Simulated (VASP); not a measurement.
# H3Se4 (R-3) in VASP: single point with r2SCAN

Aim: the single point of H3Se4 with r2SCAN.

All numbers are computed with VASP 6.6.1; they aren't measurements. Logs are shortened: lines on timing, memory, paths and dates and some standing lists are left out, and cuts for length are marked.

## (1) The cell of the first run

Symmetry: R-3, No. 148, trigonal system. Conventional cell: a = 8.962 Å, b = 8.962 Å, c = 10.525 Å, α = 90.00°, β = 90.00°, γ = 120.00°. Within 3.2 Å of H (site symmetry 1) lie 5 Se at 2.39 to 2.44 Å and 5 H at 2.52 to 3.07 Å. Se (site symmetry 1) has 4 H at 2.39 to 2.44 Å and 1 Se at 3.17 Å within 3.2 Å. Within 3.2 Å of Se (site symmetry 3) lie 3 H at 2.39 Å and 3 Se at 3.17 Å.

## (2) Single point, r2SCAN

Contents of POSCAR:

```
H3Se4
1.0
    4.4808360000      2.5870080000      3.5083090000
   -4.4808360000      2.5870080000      3.5083090000
    0.0000000000     -5.1740260000      3.5083090000
H Se
6 8
Direct
    0.2230000000      0.4129000000      0.5461000000
    0.5461000000      0.2230000000      0.4129000000
    0.4129000000      0.5461000000      0.2230000000
    0.7770000000      0.5871000000      0.4539000000
    0.4539000000      0.7770000000      0.5871000000
    0.5871000000      0.4539000000      0.7770000000
    0.3792000000      0.1274000000      0.7447000000
    0.7447000000      0.3792000000      0.1274000000
    0.1274000000      0.7447000000      0.3792000000
    0.6208000000      0.8726000000      0.2553000000
    0.2553000000      0.6208000000      0.8726000000
    0.8726000000      0.2553000000      0.6208000000
    0.2137000000      0.2137000000      0.2137000000
    0.7863000000      0.7863000000      0.7863000000
```

Contents of INCAR.step1:

```
SYSTEM = H3Se4
ALGO = Normal
EDIFF = 1E-4
ENCUT = 520
GGA = PE
ISMEAR = -5
LASPH = .True.
LCHARG = .False.
LREAL = .False.
LWAVE = .True.
NBANDS = 40
NELM = 80
PREC = Accurate
SIGMA = 0.1
```

Contents of INCAR.step2:

```
SYSTEM = H3Se4
ALGO = Normal
EDIFF = 1E-6
ENCUT = 520
ISIF = 2
ISMEAR = -5
ISTART = 1
LASPH = .True.
LCHARG = .False.
LMIXTAU = .True.
LREAL = .False.
LWAVE = .False.
METAGGA = R2SCAN
NBANDS = 40
NELM = 80
PREC = Accurate
SIGMA = 0.1
```

Contents of KPOINTS:

```
k-points
0
Gamma
  4 4 4
  0 0 0
```

Potentials or basis: VASP PAW PBE potentials, release 64 (H, Se).

The run is started by

```sh
> cat potpaw_PBE.64/H/POTCAR potpaw_PBE.64/Se/POTCAR > POTCAR
> cp INCAR.step1 INCAR
> mpirun -np 1 vasp_std > vasp.out
> cp INCAR.step2 INCAR
> mpirun -np 1 vasp_std > vasp.out
```

OUTCAR:

```text
SYSTEM = H3Se4
   EDIFF = 1E-6
   ENCUT = 520
   ISIF = 2
   ISMEAR = -5
   ISTART = 1
   LASPH = .True.
   LREAL = .False.
   METAGGA = R2SCAN
   NELM = 80
   PREC = Accurate

 ion  position               nearest neighbor table
   1  0.223  0.413  0.546-
   2  0.546  0.223  0.413-
   3  0.413  0.546  0.223-
   4  0.777  0.587  0.454-
   5  0.454  0.777  0.587-
   6  0.587  0.454  0.777-
   7  0.379  0.127  0.745-
   8  0.745  0.379  0.127-
   9  0.127  0.745  0.379-
  10  0.621  0.873  0.255-
  11  0.255  0.621  0.873-
  12  0.873  0.255  0.621-
  13  0.214  0.214  0.214-
  14  0.786  0.786  0.786-

  LATTYP: Found a trigonal (rhomboedric) cell.
 ALAT       =     6.2513020314
 COS(alpha) =    -0.0275601053

  Lattice vectors:

 A1 = (   4.4808360000,   2.5870080000,   3.5083090000)
 A2 = (  -4.4808360000,   2.5870080000,   3.5083090000)
 A3 = (   0.0000000000,  -5.1740260000,   3.5083090000)

Analysis of symmetry for initial positions (statically):
=====================================================================
 Subroutine PRICEL returns:
 Original cell was already a primitive cell.

 Routine SETGRP: Setting up the symmetry group for a
 trigonal (rhombohedral) supercell.

 Subroutine GETGRP returns: Found  6 space group operations
 (whereof  6 operations were pure point group operations)
 out of a pool of 12 trial point group operations.

The static configuration has the point symmetry S_6 .

Analysis of symmetry for dynamics (positions and initial velocities):
=====================================================================
 Subroutine PRICEL returns:
 Original cell was already a primitive cell.

 Routine SETGRP: Setting up the symmetry group for a
 trigonal (rhombohedral) supercell.

 Subroutine GETGRP returns: Found  6 space group operations
 (whereof  6 operations were pure point group operations)
 out of a pool of 12 trial point group operations.

The dynamic configuration has the point symmetry S_6 .

 Subroutine INISYM returns: Found  6 space group operations
 (whereof  6 operations are pure point group operations),
 and found     1 'primitive' translations

----------------------------------------------------------------------------------------

                                     Primitive cell

  volume of cell :     244.0094

  direct lattice vectors                    reciprocal lattice vectors
     4.480836000  2.587008000  3.508309000     0.111586320  0.064424405  0.095012597
    -4.480836000  2.587008000  3.508309000    -0.111586320  0.064424405  0.095012597
     0.000000000 -5.174026000  3.508309000     0.000000000 -0.128848811  0.095012413

  length of vectors
     6.251298560  6.251298560  6.251302031     0.160091862  0.160091862  0.160091769

  position of ions in fractional coordinates (direct lattice)
     0.223000000  0.412900000  0.546100000
     0.546100000  0.223000000  0.412900000
     0.412900000  0.546100000  0.223000000
     0.777000000  0.587100000  0.453900000
     0.453900000  0.777000000  0.587100000
     0.587100000  0.453900000  0.777000000
     0.379200000  0.127400000  0.744700000
     0.744700000  0.379200000  0.127400000
     0.127400000  0.744700000  0.379200000
     0.620800000  0.872600000  0.255300000
     0.255300000  0.620800000  0.872600000
     0.872600000  0.255300000  0.620800000
     0.213700000  0.213700000  0.213700000
     0.786300000  0.786300000  0.786300000

  ion indices of the primitive-cell ions
   primitive index   ion index
                 1           1
                 2           2
                 3           3
                 4           4
                 5           5
                 6           6
                 7           7
                 8           8
                 9           9
                10          10
                11          11
                12          12
                13          13
                14          14

----------------------------------------------------------------------------------------

 KPOINTS: k-points

Automatic generation of k-mesh.
 Grid dimensions read from file:
 generate k-points for:    4    4    4

 Generating k-lattice:

  Cartesian coordinates                     Fractional coordinates (reciprocal lattice)
     0.027896580  0.016106101  0.023753149     0.250000000  0.000000000  0.000000000
    -0.027896580  0.016106101  0.023753149     0.000000000  0.250000000  0.000000000
     0.000000000 -0.032212203  0.023753103     0.000000000  0.000000000  0.250000000

  Length of vectors
     0.040022966  0.040022966  0.040022942

  Shift w.r.t. Gamma in fractional coordinates (k-lattice)
     0.000000000  0.000000000  0.000000000

 TETIRR: Found    117 inequivalent tetrahedra from      384

 Subroutine IBZKPT returns following result:
 ===========================================

 Found     14 irreducible k-points:

 Following reciprocal coordinates:
            Coordinates               Weight
  0.000000  0.000000  0.000000      1.000000
  0.250000  0.000000 -0.000000      6.000000
  0.500000  0.000000 -0.000000      3.000000
  0.250000  0.250000 -0.000000      6.000000
  0.500000  0.250000 -0.000000      6.000000
  0.500000  0.000000 -0.250000      6.000000
 -0.250000  0.250000  0.000000      6.000000
  0.500000  0.500000 -0.000000      3.000000
  0.250000  0.250000  0.250000      2.000000
  0.500000  0.250000  0.250000      6.000000
 -0.250000  0.250000  0.250000      6.000000
  0.500000  0.500000  0.250000      6.000000
 -0.250000  0.500000  0.250000      6.000000
  0.500000  0.500000  0.500000      1.000000
   k-points           NKPTS =     14   k-points in BZ     NKDIM =     14   number of bands    NBANDS=     40
   number of dos      NEDOS =    301   number of ions     NIONS =     14
   total plane-waves  NPLWV = 110592
   dimension x,y,z NGX =    48 NGY =   48 NGZ =   48
   dimension x,y,z NGXF=    96 NGYF=   96 NGZF=   96
   ions per type =               6   8
   NGX,Y,Z   is equivalent  to a cutoff of  12.77, 12.77, 12.77 a.u.
   NGXF,Y,Z  is equivalent  to a cutoff of  25.53, 25.53, 25.53 a.u.
 SYSTEM =  H3Se4
   PREC   = accura    normal or accurate (medium, high low for compatibility)
   ISTART =      1    job   : 0-new  1-cont  2-samecut
   ICHARG =      0    charge: 1-file 2-atom 10-const
   ISPIN  =      1    spin polarized calculation?
   LNONCOLLINEAR =      F non collinear calculations
   LSORBIT =      F    spin-orbit coupling
   LASPH  =      T    aspherical Exc in radial PAW
   ENCUT  =  520.0 eV  38.22 Ry    6.18 a.u.  11.62 11.62 11.62*2*pi/ulx,y,z
   NELM   =     80;   NELMIN=  2; NELMDL=  0     # of ELM steps
   EDIFF  = 0.1E-05   stopping-criterion for ELM
   LREAL  =      F    real-space projection
   EDIFFG = 0.1E-04   stopping-criterion for IOM
   NSW    =      0    number of steps for IOM
   IBRION =     -1    ionic relax: 0-MD 1-quasi-New 2-CG
   NFREE  =      0    steps in history (QN), initial steepest desc. (CG)
   ISIF   =      2    stress and relaxation
   ISYM   =      2    0-nonsym 1-usesym 2-fastsym
   POTIM  = 0.5000    time-step for ionic-motion
   TEBEG  =    0.0;   TEEND  =   0.0 temperature during run
   PSTRESS=    0.0 pullay stress
   NELECT =      54.0000    total number of electrons
   NUPDOWN=      -1.0000    fix difference up-down
   EMIN   =  10.00;   EMAX   =-10.00  energy-range for DOS
   EFERMI =   0.00;   METHOD = LEGACY
   ISMEAR =    -5;   SIGMA  =   0.10  broadening in eV -4-tet -1-fermi 0-gaus
   EFERMI_NEDOS =   21; number of points for ismear=-14 and -15
   IALGO  =     38    algorithm
   IMIX   =      4    mixing-type and parameters
     AMIX     =   0.40;   BMIX     =  1.00
     AMIX_MAG =   1.60;   BMIX_MAG =  1.00
  volume/ion in A,a.u.               =      17.43       117.62
  Fermi-wavevector in a.u.,A,eV,Ry     =   0.990233  1.871268 13.341339  0.980561
  Thomas-Fermi vector in A             =   2.121888
   LORBIT       =      0    0 simple, 1 ext, 2 COOP (PROOUT), +10 PAW based schemes
   METAGGA = R2SCAN    functional components
   LHFCALC =     F    Hartree Fock is set to
   AEXX    =    0.0000 exact exchange contribution
   IVDW    =     0    specifies the selected vdW correction
   LEPSILON=     F    determine dielectric tensor
   LRPA    =     F    only Hartree local field effects (RPA)
 non-spin polarized calculation
 Fermi weights with tetrahedron method with Bloechl corrections
  energy-cutoff  :      520.00
  volume of cell :      244.01
 maximum number of plane-waves:      6601
 NGX is ok and might be reduce to    48
   NGX = 23   NGY = 23   NGZ = 23

 number of electron      53.9999990 magnetization

 Free energy of the ion-electron system (eV)
  ---------------------------------------------------
  ext. energy  EPLUGINS =         0.00000000
  ---------------------------------------------------
  free energy    TOTEN  =      -118.60181302 eV

  energy without entropy =     -118.60181302  energy(sigma->0) =     -118.60181302

 E-fermi :   1.9947     XC(G=0):  -9.7265

 val. band max:        2.0097222355   @ k =   0.5000   0.2500  -0.0000
 cond. band min:       1.7329760699   @ k =   0.5000   0.5000   0.5000
 fundamental gap:     -0.2767461656
 Fermi energy:         1.9947017541

 k-point     1 :       0.0000    0.0000    0.0000
  band No.  band energies     occupation
      1     -12.7206      2.00000
      2     -11.1106      2.00000
      3     -11.0574      2.00000
      4     -11.0574      2.00000
      5     -10.4775      2.00000
      6     -10.4775      2.00000
[... 31 lines left out ...]
     38       4.4668      0.00000
     39       9.6483      0.00000
[... 544 lines left out ...]
     38       5.0409      0.00000
     39       9.8339      0.00000
 [bands above 39 left out]

------------------------ aborting loop because EDIFF is reached ----------------------------------------

  FORCE on cell =-STRESS in cart. coord.  units (eV):
  Direction    XX          YY          ZZ          XY          YZ          ZX
  --------------------------------------------------------------------------------------
  -------------------------------------------------------------------------------------
  Total      -17.2179802    -17.2179731    -14.3437957      0.0000001      0.0000136     -0.0000000
  in kB     -113.0541006   -113.0540537    -94.1820641      0.0000008      0.0000895     -0.0000000
  external PRESSURE =    -106.7634061 kB  Pullay stress =       0.0000000 kB

 VOLUME and BASIS-vectors are now :
 -----------------------------------------------------------------------------
  energy-cutoff  :      520.00
  volume of cell :      244.01
      direct lattice vectors                 reciprocal lattice vectors
     4.480836000  2.587008000  3.508309000     0.111586320  0.064424405  0.095012597
    -4.480836000  2.587008000  3.508309000    -0.111586320  0.064424405  0.095012597
     0.000000000 -5.174026000  3.508309000     0.000000000 -0.128848811  0.095012413

 POSITION                                       TOTAL-FORCE (eV/Angst)
 -----------------------------------------------------------------------------------
     -0.85091     -1.18046      4.14682        -0.312899     -0.324626     -0.243190
      1.44776     -0.14669      4.14682         0.437584     -0.108665     -0.243190
     -0.59685      1.32713      4.14682        -0.124685      0.433292     -0.243190
      0.85091      1.18045      6.37811         0.312899      0.324626      0.243190
     -1.44776      0.14668      6.37811        -0.437584      0.108665      0.243190
      0.59685     -1.32714      6.37811         0.124685     -0.433292      0.243190
      1.12827     -2.54252      4.38995        -0.221147      0.287225      0.479532
      1.63775      2.24837      4.38995        -0.138171     -0.335133      0.479532
     -2.76602      0.29414      4.38995         0.359319      0.047906      0.479532
     -1.12827      2.54251      6.13498         0.221147     -0.287225     -0.479532
     -1.63775     -2.24838      6.13498         0.138171      0.335133     -0.479532
      2.76602     -0.29415      6.13498        -0.359319     -0.047906     -0.479532
      0.00000     -0.00000      2.24918        -0.000000     -0.000000      0.403160
      0.00000     -0.00001      8.27575        -0.000000      0.000000     -0.403160
 -----------------------------------------------------------------------------------
    total drift:                               -0.000000     -0.000000      0.000000

  FREE ENERGIE OF THE ION-ELECTRON SYSTEM (eV)
  ---------------------------------------------------
  free  energy   TOTEN  =      -118.6018130162 eV

  energy  without entropy=     -118.6018130162  energy(sigma->0) =     -118.60181302
```

Run time: 4.8 min. Hardware: 1 thread of Intel Xeon Platinum 8488C (Sapphire Rapids), shared host; peak memory 0.41 GiB.

Results:

* Free energy: -118.6018 eV
* Pressure: -10.7 GPa
* Largest force: 0.601 eV/Å
* Band gap on the k mesh: zero (band 27 reaches 2.54 eV, above the bottom of band 28 at 1.73 eV)

Forces in eV/Å, atoms in the order of the input:
```
H   -0.313 -0.325 -0.243
H    0.438 -0.109 -0.243
H   -0.125  0.433 -0.243
H    0.313  0.325  0.243
H   -0.438  0.109  0.243
H    0.125 -0.433  0.243
Se  -0.221  0.287  0.480
Se  -0.138 -0.335  0.480
Se   0.359  0.048  0.480
Se   0.221 -0.287 -0.480
Se   0.138  0.335 -0.480
Se  -0.359 -0.048 -0.480
Se   0.000  0.000  0.403
Se   0.000  0.000 -0.403
```

Stress tensor (GPa, compression positive):
```
-11.31   0.00   0.00
  0.00 -11.31   0.00
  0.00   0.00  -9.42
```

Caveat: the PAW data sets were made with another functional, which shifts forces and pressure a little; tetrahedron occupations give inexact forces and stress in metals.
